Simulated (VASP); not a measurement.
# H11C2NO4 in VASP: notebook, part 2 of 2

VASP 6.6.1. The steps go on from the part before.

## (5) Single point, PBE+D3(BJ)

INCAR reads:

```
PREC = Accurate
ENCUT = 520
EDIFF = 1E-7
ISMEAR = -1
SIGMA = 0.05
LREAL = Auto
LASPH = T
NELM = 80
ALGO = Normal
ISIF = 2
LWAVE = F
LCHARG = F
GGA = PE
IVDW = 12
NBANDS = 39
```

KPOINTS reads:

```
Automatic mesh
0
Gamma
  1 1 1
```

POSCAR reads:

```
H11C2NO4
1.0
    6.1064340000      0.0000000000      0.0000000000
    0.0000000000      6.1064340000      0.0000000000
    0.0000000000      0.0000000000      6.1064340000
O H C N
4 11 2 1
Direct
    0.4616442264      0.3365139130      1.2311604449
    0.8690505785      0.3700523088      1.0012226448
    0.1533955824      0.6825587569      0.0574639798
    0.0736272594      0.0830763093      0.2618058264
    0.4738608491      0.2066672628      1.1397650413
    0.3386919436      0.4106652098      1.1885332749
    0.9280375420      0.5232677533      0.9973251164
    0.7090553996      0.3948785822      0.9871227626
    0.1151080975      0.8175475245      0.1504151195
    0.2950658273      0.7405303979     -0.0094490500
    0.1741769419      0.1565070547      0.3601611022
    0.0131991929      0.1853782420      0.1556227415
    0.7155894913      0.6858831193      0.4328876722
    0.6121739791      0.8980200228      0.3228234351
    0.8677077325      0.9270549719      0.4679326756
    0.6946771225      0.8502507355      0.4724852508
    0.5867254113      0.8536242265      0.6731424592
    0.5172413228      0.7950630433      0.8435037536
```

Potentials or basis: VASP PAW PBE potentials, release 64 (O, H, C, N).

Launch:

```
> cat potpaw_PBE.64/O/POTCAR potpaw_PBE.64/H/POTCAR potpaw_PBE.64/C/POTCAR potpaw_PBE.64/N/POTCAR > POTCAR
> mpirun -np 1 vasp_gam > vasp.out
```

OUTCAR:

```text
PREC = Accurate
   ENCUT = 520
   EDIFF = 1E-7
   ISMEAR = -1
   LREAL = Auto
   LASPH = T
   NELM = 80
   ISIF = 2
   GGA = PE
   IVDW = 12
 IVDW          = 12

 ion  position               nearest neighbor table
   1  0.462  0.337  0.231-   6 0.91   5 0.97
   2  0.869  0.370  0.001-   8 0.99   7 1.00
   3  0.153  0.683  0.057-  10 1.02   9 1.03
   4  0.074  0.083  0.262-  11 0.97  12 0.97
   5  0.474  0.207  0.140-   1 0.97
   6  0.339  0.411  0.189-   1 0.91
   7  0.928  0.523  0.997-   2 1.00
   8  0.709  0.395  0.987-   2 0.99
   9  0.115  0.818  0.150-   3 1.03
  10  0.295  0.741  0.991-   3 1.02
  11  0.174  0.157  0.360-   4 0.97
  12  0.013  0.185  0.156-   4 0.97
  13  0.716  0.686  0.433-  16 1.04
  14  0.612  0.898  0.323-  16 1.08
  15  0.868  0.927  0.468-  16 1.16
  16  0.695  0.850  0.472-  13 1.04  14 1.08  15 1.16  17 1.39
  17  0.587  0.854  0.673-  18 1.18  16 1.39
  18  0.517  0.795  0.844-  17 1.18

  LATTYP: Found a simple cubic cell.
 ALAT       =     6.1064340000

  Lattice vectors:

 A1 = (   6.1064340000,   0.0000000000,   0.0000000000)
 A2 = (   0.0000000000,   6.1064340000,   0.0000000000)
 A3 = (   0.0000000000,   0.0000000000,   6.1064340000)

Analysis of symmetry for initial positions (statically):
=====================================================================
 Subroutine PRICEL returns:
 Original cell was already a primitive cell.

 Routine SETGRP: Setting up the symmetry group for a
 simple cubic supercell.

 Subroutine GETGRP returns: Found  1 space group operations
 (whereof  1 operations were pure point group operations)
 out of a pool of 48 trial point group operations.

The static configuration has the point symmetry C_1 .

Analysis of symmetry for dynamics (positions and initial velocities):
=====================================================================
 Subroutine PRICEL returns:
 Original cell was already a primitive cell.

 Routine SETGRP: Setting up the symmetry group for a
 simple cubic supercell.

 Subroutine GETGRP returns: Found  1 space group operations
 (whereof  1 operations were pure point group operations)
 out of a pool of 48 trial point group operations.

The dynamic configuration has the point symmetry C_1 .

 Subroutine INISYM returns: Found  1 space group operations
 (whereof  1 operations are pure point group operations),
 and found     1 'primitive' translations

----------------------------------------------------------------------------------------

                                     Primitive cell

  volume of cell :     227.7000

  direct lattice vectors                    reciprocal lattice vectors
     6.106434000  0.000000000  0.000000000     0.163761698  0.000000000  0.000000000
     0.000000000  6.106434000  0.000000000     0.000000000  0.163761698  0.000000000
     0.000000000  0.000000000  6.106434000     0.000000000  0.000000000  0.163761698

  length of vectors
     6.106434000  6.106434000  6.106434000     0.163761698  0.163761698  0.163761698

  position of ions in fractional coordinates (direct lattice)
     0.461644226  0.336513913  0.231160445
     0.869050579  0.370052309  0.001222645
     0.153395582  0.682558757  0.057463980
     0.073627259  0.083076309  0.261805826
     0.473860849  0.206667263  0.139765041
     0.338691944  0.410665210  0.188533275
[... 10 lines left out ...]
     0.586725411  0.853624227  0.673142459
     0.517241323  0.795063043  0.843503754

  ion indices of the primitive-cell ions
   primitive index   ion index
                 1           1
                 2           2
                 3           3
                 4           4
                 5           5
                 6           6
[... 10 lines left out ...]
                17          17
                18          18

----------------------------------------------------------------------------------------

 KPOINTS: Automatic mesh

Automatic generation of k-mesh.
 Grid dimensions read from file:
 generate k-points for:    1    1    1

 Generating k-lattice:

  Cartesian coordinates                     Fractional coordinates (reciprocal lattice)
     0.163761698  0.000000000  0.000000000     1.000000000  0.000000000  0.000000000
     0.000000000  0.163761698  0.000000000     0.000000000  1.000000000  0.000000000
     0.000000000  0.000000000  0.163761698     0.000000000  0.000000000  1.000000000

  Length of vectors
     0.163761698  0.163761698  0.163761698

  Shift w.r.t. Gamma in fractional coordinates (k-lattice)
     0.000000000  0.000000000  0.000000000

 Subroutine IBZKPT returns following result:
 ===========================================

 Found      1 irreducible k-points:

 Following reciprocal coordinates:
            Coordinates               Weight
  0.000000  0.000000  0.000000      1.000000
   k-points           NKPTS =      1   k-points in BZ     NKDIM =      1   number of bands    NBANDS=     39
   number of dos      NEDOS =    301   number of ions     NIONS =     18
   total plane-waves  NPLWV = 110592
   dimension x,y,z NGX =    48 NGY =   48 NGZ =   48
   dimension x,y,z NGXF=    96 NGYF=   96 NGZF=   96
   ions per type =               4  11   2   1
   NGX,Y,Z   is equivalent  to a cutoff of  13.07, 13.07, 13.07 a.u.
   NGXF,Y,Z  is equivalent  to a cutoff of  26.14, 26.14, 26.14 a.u.
 SYSTEM =  unknown system
   PREC   = accura    normal or accurate (medium, high low for compatibility)
   ISTART =      0    job   : 0-new  1-cont  2-samecut
   ICHARG =      2    charge: 1-file 2-atom 10-const
   ISPIN  =      1    spin polarized calculation?
   LNONCOLLINEAR =      F non collinear calculations
   LSORBIT =      F    spin-orbit coupling
   LASPH  =      T    aspherical Exc in radial PAW
   ENCUT  =  520.0 eV  38.22 Ry    6.18 a.u.  11.35 11.35 11.35*2*pi/ulx,y,z
   NELM   =     80;   NELMIN=  2; NELMDL= -5     # of ELM steps
   EDIFF  = 0.1E-06   stopping-criterion for ELM
   LREAL  =      T    real-space projection
   EDIFFG = 0.1E-05   stopping-criterion for IOM
   NSW    =      0    number of steps for IOM
   IBRION =     -1    ionic relax: 0-MD 1-quasi-New 2-CG
   NFREE  =      0    steps in history (QN), initial steepest desc. (CG)
   ISIF   =      2    stress and relaxation
   ISYM   =      2    0-nonsym 1-usesym 2-fastsym
   POTIM  = 0.5000    time-step for ionic-motion
   TEBEG  =    0.0;   TEEND  =   0.0 temperature during run
   PSTRESS=    0.0 pullay stress
   NELECT =      48.0000    total number of electrons
   NUPDOWN=      -1.0000    fix difference up-down
   EMIN   =  10.00;   EMAX   =-10.00  energy-range for DOS
   EFERMI =   0.00;   METHOD = LEGACY
   ISMEAR =    -1;   SIGMA  =   0.05  broadening in eV -4-tet -1-fermi 0-gaus
   EFERMI_NEDOS =   21; number of points for ismear=-14 and -15
   IALGO  =     38    algorithm
   IMIX   =      4    mixing-type and parameters
     AMIX     =   0.40;   BMIX     =  1.00
     AMIX_MAG =   1.60;   BMIX_MAG =  1.00
  volume/ion in A,a.u.               =      12.65        85.37
  Fermi-wavevector in a.u.,A,eV,Ry     =   0.974318  1.841195 12.915961  0.949296
  Thomas-Fermi vector in A             =   2.104769
   LORBIT       =      0    0 simple, 1 ext, 2 COOP (PROOUT), +10 PAW based schemes
   GGA     = PE    functional components
   LHFCALC =     F    Hartree Fock is set to
   AEXX    =    0.0000 exact exchange contribution
   IVDW    =    12    specifies the selected vdW correction
   LEPSILON=     F    determine dielectric tensor
   LRPA    =     F    only Hartree local field effects (RPA)
 non-spin polarized calculation
  energy-cutoff  :      520.00
  volume of cell :      227.70
 maximum number of plane-waves:      3022
 NGX is ok and might be reduce to    48
   NGX = 23   NGY = 23   NGZ = 23

 number of electron      48.0000001 magnetization

 Free energy of the ion-electron system (eV)
  ---------------------------------------------------
  ext. energy  EPLUGINS =         0.00000000
  ---------------------------------------------------
  free energy    TOTEN  =       -94.42704852 eV

  energy without entropy =      -94.42704852  energy(sigma->0) =      -94.42704852

 E-fermi :  -2.6083     XC(G=0):  -6.1446

 val. band max:       -3.8423660347   @ k =   0.0000   0.0000   0.0000
 cond. band min:       0.8026104688   @ k =   0.0000   0.0000   0.0000
 fundamental gap:      4.6449765035
 Fermi energy:        -2.6082840612

 k-point     1 :       0.0000    0.0000    0.0000
  band No.  band energies     occupation
      1     -23.0299      2.00000
      2     -22.4510      2.00000
      3     -21.7672      2.00000
      4     -21.3884      2.00000
      5     -20.2682      2.00000
      6     -16.6121      2.00000
[... 28 lines left out ...]
     35       6.6542      0.00000
     36       6.9026      0.00000
 [bands above 36 left out]

------------------------ aborting loop because EDIFF is reached ----------------------------------------

 Edisp (eV)   -0.60264

 E8    (eV) :    -0.1299

  FORCE on cell =-STRESS in cart. coord.  units (eV):
  Direction    XX          YY          ZZ          XY          YZ          ZX
  --------------------------------------------------------------------------------------
  -------------------------------------------------------------------------------------
  Total       2.09780     1.85420     0.58388    -1.41362    -1.19493    -0.24825
  in kB      14.76087    13.04679     4.10838    -9.94671    -8.40796    -1.74681
  external pressure =       10.64 kB  Pullay stress =        0.00 kB

 VOLUME and BASIS-vectors are now :
 -----------------------------------------------------------------------------
  energy-cutoff  :      520.00
  volume of cell :      227.70
      direct lattice vectors                 reciprocal lattice vectors
     6.106434000  0.000000000  0.000000000     0.163761698  0.000000000  0.000000000
     0.000000000  6.106434000  0.000000000     0.000000000  0.163761698  0.000000000
     0.000000000  0.000000000  6.106434000     0.000000000  0.000000000  0.163761698

 POSITION                                       TOTAL-FORCE (eV/Angst)
 -----------------------------------------------------------------------------------
      2.81900      2.05490      1.41157         3.232709     -1.844550      1.204972
      5.30680      2.25970      0.00747        -0.933962      0.853683     -0.648581
      0.93670      4.16800      0.35090         0.576913      1.854241      0.925020
      0.44960      0.50730      1.59870         0.326406     -1.316398      0.655022
      2.89360      1.26200      0.85347        -0.208778      0.032416      0.033851
      2.06820      2.50770      1.15127        -3.142158      2.094058     -1.301549
[... 10 lines left out ...]
      3.58280      5.21260      4.11050        -0.886815     -1.234880      2.387853
      3.15850      4.85500      5.15080         0.365473      1.258123     -1.148270
 -----------------------------------------------------------------------------------
    total drift:                               -0.001362     -0.001696     -0.002793

  FREE ENERGIE OF THE ION-ELECTRON SYSTEM (eV)
  ---------------------------------------------------
  free  energy   TOTEN  =       -95.0296932945 eV

  energy  without entropy=      -95.0296932944  energy(sigma->0) =      -95.02969329
```

It took 38 s on 1 thread of Intel Xeon 8259CL, shared host; peak memory 0.32 GiB.

What came out:

```yaml
Free_energy: -95.0297 eV
Pressure: 1.1 GPa
Largest_force: 3.994 eV/Å
Dispersion_energy_per_atom: -0.033 eV
```

Forces on the atoms (eV/Å):
```
O    3.233 -1.845  1.205
O   -0.934  0.854 -0.649
O    0.577  1.854  0.925
O    0.326 -1.316  0.655
H   -0.209  0.032  0.034
H   -3.142  2.094 -1.302
H    0.479 -0.742  0.058
H    0.762 -0.342  0.378
H    0.120 -1.051 -0.660
H   -0.806 -0.712 -0.049
H    0.100  0.273 -0.175
H   -0.576  0.935 -0.379
H    0.570 -2.499 -0.124
H   -0.582  0.928 -0.045
H   -1.586 -0.273  0.147
C    2.189  1.786 -1.261
C   -0.887 -1.235  2.388
N    0.365  1.258 -1.148
```

Levels at points of the mesh, in eV from the Fermi level:
```csv
k point,band 20,band 21,band 22,band 23,band 24,band 25,band 26,band 27,band 28,band 29
"(0.00, 0.00, 0.00)",-2.67,-2.24,-1.65,-1.51,-1.23,3.41,4.20,4.54,6.70,6.93
```

Caveat: the k points lie up to 1.03 Å⁻¹ apart; the atoms stand as in a frame of molecular dynamics.

## (6) Single point, PBE+D3(BJ)

INCAR reads:

```
SYSTEM = H11C2NO4
PREC = Accurate
ENCUT = 520
EDIFF = 1E-6
ISMEAR = -1
SIGMA = 0.05
LREAL = Auto
LASPH = .True.
NELM = 80
ALGO = Normal
ISIF = 2
LWAVE = .False.
LCHARG = .True.
GGA = PE
IVDW = 12
LELF = .True.
LVHAR = .True.
NBANDS = 39
```

KPOINTS reads:

```
regular mesh
0
Gamma
  1 1 1
  0 0 0
```

POSCAR reads:

```
H11C2NO4
1.0
    6.1064340000      0.0000000000      0.0000000000
    0.0000000000      6.1064340000      0.0000000000
    0.0000000000      0.0000000000      6.1064340000
O H C N
4 11 2 1
Direct
    0.4610219319      0.3341557446      1.2810095057
    0.8106531570      0.4239626597      0.9747751306
    0.1602735737      0.7241869805      0.0701063829
    0.0244168692      0.1180066795      0.2208162735
    0.3739498372      0.2367011582      1.2095439007
    0.3722139632      0.4469056736      1.3436483552
    0.9245166655      0.5445403979      1.0268677267
    0.6715703469      0.4369817147      1.0428344923
    0.0972253200      0.8734885205      0.0912152657
    0.2468380073      0.7335050211     -0.0696806025
    0.0141490107      0.1975784885      0.3572788963
   -0.0259562291      0.2184253527      0.0965375209
    0.9236159762      0.8690997070      0.5076776397
    0.7832885773      0.6519516955      0.4061453870
    0.6565206469      0.9002963104      0.3496312250
    0.7641612109      0.8158280266      0.4859464624
    0.6670832764      0.7696144755      0.6960035923
    0.5192392156      0.7385652576      0.8058713154
```

Potentials or basis: VASP PAW PBE potentials, release 64 (O, H, C, N).

Launch:

```
> cat potpaw_PBE.64/O/POTCAR potpaw_PBE.64/H/POTCAR potpaw_PBE.64/C/POTCAR potpaw_PBE.64/N/POTCAR > POTCAR
> mpirun -np 1 vasp_gam > vasp.out
```

It took 35 s on 1 thread of Intel Xeon 8259CL, shared host; peak memory 0.32 GiB.

The run converged. Its results:

| Property | Result |
| --- | --- |
| Free energy | -94.4632 eV |
| Pressure | 1.3 GPa |
| Largest force | 4.225 eV/Å |
| Dispersion energy per atom | -0.034 eV |

Forces in eV/Å, atoms in the order of the input:
```
O    3.277  2.112  1.628
O    3.739  0.601 -0.330
O   -0.535  0.279 -0.901
O    0.273  0.259 -1.313
H   -2.672 -2.421 -1.703
H   -0.601  0.449 -0.003
H   -1.625 -1.162 -0.634
H   -1.145  0.331  1.034
H    0.331 -0.537  0.367
H   -0.009 -0.176  1.074
H   -0.203  0.202 -0.051
H   -0.432 -0.092  1.132
H    1.941  1.249 -0.273
H    0.141  0.188  0.304
H    1.068 -0.189  2.082
C   -1.558 -1.805 -1.752
C    0.131  1.114 -2.999
N   -2.120 -0.401  2.340
```

Stress tensor (GPa, compression positive):
```
 3.70  0.79 -3.62
 0.79  0.96  0.61
-3.62  0.61 -0.71
```

Levels at points of the mesh, in eV from the Fermi level:
| k point | band 20 | band 21 | band 22 | band 23 | band 24 | band 25 | band 26 | band 27 | band 28 | band 29 |
| --- | --- | --- | --- | --- | --- | --- | --- | --- | --- | --- |
| (0.00, 0.00, 0.00) | -2.86 | -2.20 | -2.09 | -1.74 | -1.25 | 2.86 | 4.11 | 4.81 | 6.39 | 6.73 |

Caveat: the k points lie up to 1.03 Å⁻¹ apart; the atoms stand as in a frame of molecular dynamics.

## (7) The runs side by side

```tsv
cell	pressure (GPa)	largest force (eV/Å)
as given, atomic positions A	-3.0	3.07
as given, atomic positions B	1.7	4.29
as given, atomic positions C	0.9	4.68
as given, atomic positions D	1.1	3.99
as given, atomic positions E	1.3	4.22
```

Alike in all rows: task single point; level PBE+D3(BJ); potentials or basis VASP PAW PBE potentials, release 64 (O, H, C, N); no spin polarisation; k mesh 1 × 1 × 1; cutoff (eV) 520; smearing fermi-dirac 0.05 eV.

Caveats: all runs use coarse meshes; the atoms stand as in a frame of molecular dynamics (at least some runs).

Absolute energies hang on the potentials; compare differences alone.
